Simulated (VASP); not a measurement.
Input of a VASP 6.6.1 run:

The input INCAR:

```
SYSTEM = Sb2Mo
ALGO = Normal
EDIFF = 1E-6
EDIFFG = -0.04
ENCUT = 600
GGA = PE
IBRION = 2
ISIF = 3
ISMEAR = 0
LASPH = .TRUE.
LCHARG = .FALSE.
LREAL = .FALSE.
LWAVE = .FALSE.
NELM = 100
NSW = 90
PREC = Accurate
SIGMA = 0.1
```

File KPOINTS:

```
k-points
0
G
  4 4 4
  0 0 0
```

POSCAR

```
Sb2Mo
1.0
    5.4195962829      0.0000000000      0.0000000000
    0.0000000000      5.4195962829      0.0000000000
    0.0000000000      0.0000000000      5.4195962829
Sb Mo
4 2
Direct
    0.2500000000      0.2500000000      0.2500000000
    0.2500000000      0.7500000000      0.7500000000
    0.7500000000      0.7500000000      0.2500000000
    0.7500000000      0.2500000000      0.7500000000
    0.0000000000      0.0000000000      0.0000000000
    0.5000000000      0.5000000000      0.5000000000
```

Potentials or basis: VASP PAW PBE potentials, release 64 (Sb, Mo_sv).

The run is started by

```sh
$ cat potpaw_PBE.64/Sb/POTCAR potpaw_PBE.64/Mo_sv/POTCAR > POTCAR
$ mpirun -np 1 vasp_std > vasp.out
```

(1) Predict the relaxed volume.

(2) Estimate the band gap on the k mesh.

Answers

(1) 34.00 Å³/atom.

(2) zero (band 24 reaches 4.88 eV, above the bottom of band 25 at 4.44 eV).

Caveat: the volume moved by over 15 % at a fixed basis, so the end points are rough; spin-orbit coupling is left out, which moves the levels of the heavy elements.
